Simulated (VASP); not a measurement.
## Ga: single point with PBEsol

The system is Ga.

```
CELL_PARAMETERS angstrom
2.96479 0.00000 0.00000
-1.48239 2.56758 0.00000
0.00000 0.00000 4.68945
ATOMIC_POSITIONS crystal
Ga 0.33333 0.66667 0.25000
Ga 0.66667 0.33333 0.75000
```

This isn't the form of Ga at room conditions, which is orthorhombic.

```json
{
 "Program": "VASP 6.6.1",
 "Task": "single point",
 "Functional": "PBEsol",
 "Potentials or basis": "VASP PAW PBE potentials, release 64 (Ga_d)",
 "Cutoff": "520 eV",
 "k mesh": "14 × 14 × 8",
 "Occupations": "fermi-dirac, width 0.1 eV",
 "Spin": "no spin polarisation"
}
```

```json
{
  "Pressure": "0.3 GPa",
  "Band gap on the k mesh": "zero (bands 13 and 14 overlap by 8.28 eV)"
}
```

Stress tensor (GPa, compression positive):
```
0.12 0.00 0.00
0.00 0.12 0.00
0.00 0.00 0.61
```

Levels at points of the mesh, in eV from the Fermi level:
| k point | band 10 | band 11 | band 12 | band 13 | band 14 | band 15 | band 16 | band 17 |
| --- | --- | --- | --- | --- | --- | --- | --- | --- |
| (0.00, 0.00, 0.00) | -14.66 | -11.52 | -4.61 | -4.12 | 9.60 | 9.60 | 11.72 | 11.72 |
| (0.50, 0.00, 0.00) | -14.64 | -5.94 | -5.20 | 0.83 | 0.91 | 1.01 | 3.21 | 4.71 |
| (0.00, 0.00, 0.50) | -14.71 | -9.75 | -9.75 | 4.35 | 4.35 | 10.94 | 10.94 | 10.94 |
| (0.50, 0.00, 0.50) | -14.65 | -4.25 | -4.25 | -3.35 | -3.35 | 6.58 | 6.58 | 7.98 |

Run time: 110 s on 1 thread of Intel Xeon 8259CL (shared host), peak memory 0.2 GiB.

Caveat: the PAW data sets were made with another functional, which shifts forces and pressure a little.
